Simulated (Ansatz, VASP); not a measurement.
**One calculation of BaZnSbF, two programs**

File INCAR:

```
SYSTEM = BaZnSbF
PREC = Accurate
ENCUT = 520
EDIFF = 1E-6
ISMEAR = 1
SIGMA = 0.0849
LREAL = .False.
LASPH = .True.
NELM = 100
ALGO = Normal
ISIF = 2
LWAVE = .False.
LCHARG = .False.
GGA = PE
NBANDS = 44
```

File KPOINTS:

```
Automatic mesh
0
Gamma
  6 6 3
  0 0 0
```

File POSCAR:

```
BaZnSbF
1.0
    4.4218540000      0.0000000000      0.0000000000
    0.0000000000      4.4218540000      0.0000000000
    0.0000000000      0.0000000000      9.7425660000
Ba F Zn Sb
2 2 2 2
Direct
    0.7500000000      0.7500000000      0.3507900000
    0.2500000000      0.2500000000      0.6492100000
    0.2500000000      0.7500000000      0.5000000000
    0.7500000000      0.2500000000      0.5000000000
    0.2500000000      0.7500000000      0.0000000000
    0.7500000000      0.2500000000      0.0000000000
    0.2500000000      0.2500000000      0.1660400000
    0.7500000000      0.7500000000      0.8339600000
```

Input for Ansatz:

```yaml
crystal:
  lattice:
    - [4.421854, 0.0, 0.0]
    - [0.0, 4.421854, 0.0]
    - [0.0, 0.0, 9.742566]
  atoms:
    - { symbol: Ba, position: [0.75, 0.75, 0.35079] }
    - { symbol: Ba, position: [0.25, 0.25, 0.64921] }
    - { symbol: F, position: [0.25, 0.75, 0.5] }
    - { symbol: F, position: [0.75, 0.25, 0.5] }
    - { symbol: Zn, position: [0.25, 0.75, 0.0] }
    - { symbol: Zn, position: [0.75, 0.25, 0.0] }
    - { symbol: Sb, position: [0.25, 0.25, 0.16604] }
    - { symbol: Sb, position: [0.75, 0.75, 0.83396] }
  symmetry: { tolerance: 0.0003 }
kpoints:
  mp_grid: { grid: [6, 6, 3], shift: [0, 0, 0] }
  band_path:
    path:
      - [0.0, 0.0, 0.0]
      - [0.0, 0.5, 0.0]
      - [0.5, 0.5, 0.0]
      - [0.0, 0.0, 0.0]
      - [0.0, 0.0, 0.5]
      - [0.0, 0.5, 0.5]
      - [0.5, 0.5, 0.5]
      - [0.0, 0.0, 0.5]
      - [0.0, 0.5, 0.0]
      - [0.0, 0.5, 0.5]
      - [0.5, 0.5, 0.0]
    npoints: 6
magnetization:
  spin_polarized: false
scf:
  occupations: { method: methfessel_paxton, width: 0.0849 }
  lower_state_search: "off"
  max_iter: 200
hamiltonian:
  pseudopotentials: { kind: paw }
  xc: pbe
basis:
  ecutwfc: 420
  fft_grid_basis: typed
output:
  forces: true
  stress: true
  eigenvalues: true
  bader: true
  populations: true
  elf: true
  write_potential: true
  volumetric_format: npy
  dos:
    e_range: [-12, 8]
    de: 0.05
    projected: { site_lists: { Ba: [Ba], F: [F], Sb: [Sb], Zn: [Zn] } }
checkpoint:
  read: saved_state
```

Alike in both runs: task single point; functional PBE; k mesh 6 × 6 × 3; occupations methfessel-paxton of order 1, width 0.0849 eV; no spin polarisation.

```csv
,VASP,Ansatz
version,VASP 6.6.1,Ansatz 0.2.0
potentials or method,"VASP PAW PBE potentials, release 64 (Ba_sv, F, Zn, Sb), cutoff 520 eV",PAW plane waves
valence electrons in the cell,68,88
```

|  | VASP | Ansatz | Ansatz less VASP |
| --- | --- | --- | --- |
| pressure (GPa) | 2.7 | 2.0 | -0.67 |
| traceless stress, the component that is largest in VASP (GPa) | -0.25 | -0.21 | +0.039 |
| rms of the force components (eV/Å) | 0.101 | 0.076 | -0.0248 |

Atom by atom the forces differ by 0.034 eV/Å (rms over components). VASP's potentials hold 68 valence electrons a cell and Ansatz's 88, so a difference there can come from the potentials and not from the codes.

Spin-orbit coupling is off throughout.
